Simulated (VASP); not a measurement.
## Pd: single point with HSE06

The system is Pd.

```
CELL_PARAMETERS angstrom
0.00000 1.93344 1.93344
1.93344 0.00000 1.93344
1.93344 1.93344 0.00000
ATOMIC_POSITIONS crystal
Pd 0.00000 0.00000 0.00000
```

```json
{
 "Program": "VASP 6.6.1",
 "Task": "single point",
 "Functional": "HSE06",
 "Potentials or basis": "VASP PAW PBE potentials, release 64 (Pd)",
 "Cutoff": "520 eV",
 "k mesh": "8 × 8 × 8",
 "Occupations": "fermi-dirac, width 0.05 eV",
 "Spin": "no spin polarisation",
 "Dipole correction": "no",
 "Grid for exact exchange (PRECFOCK)": "Normal",
 "Further INCAR settings": "ALGO = Normal; EDIFF = 1e-06; NBANDS = 11",
 "Share of exact exchange": "0.25",
 "Screening parameter": "0.2079 1/Å"
}
```

| Property | Result |
| --- | --- |
| Pressure | 7.1 GPa |
| Band gap on the k mesh | zero (bands 5 and 6 overlap by 2.21 eV) |

Levels at points of the mesh, in eV from the Fermi level:
| k point | band 1 | band 2 | band 3 | band 4 | band 5 | band 6 | band 7 | band 8 | band 9 | band 10 |
| --- | --- | --- | --- | --- | --- | --- | --- | --- | --- | --- |
| (0.00, 0.00, 0.00) | -7.66 | -3.45 | -3.45 | -3.45 | -1.79 | -1.79 | 18.71 | 23.80 | 23.80 | 23.80 |
| (0.50, 0.00, 0.00) | -6.10 | -3.60 | -3.60 | -0.18 | -0.18 | 1.55 | 8.90 | 18.01 | 23.14 | 23.14 |
| (0.50, 0.50, 0.00) | -6.39 | -6.01 | -0.43 | 0.37 | 0.37 | 4.21 | 12.53 | 14.82 | 14.82 | 23.78 |

Run time: 15 min on 1 thread of Intel(R) Xeon(R) 6975P-C (Granite Rapids), with other jobs on the host, peak memory 0.24 GiB.

Caveat: the cell stands under pressure; the PAW data sets were made with another functional, which shifts forces and pressure a little.
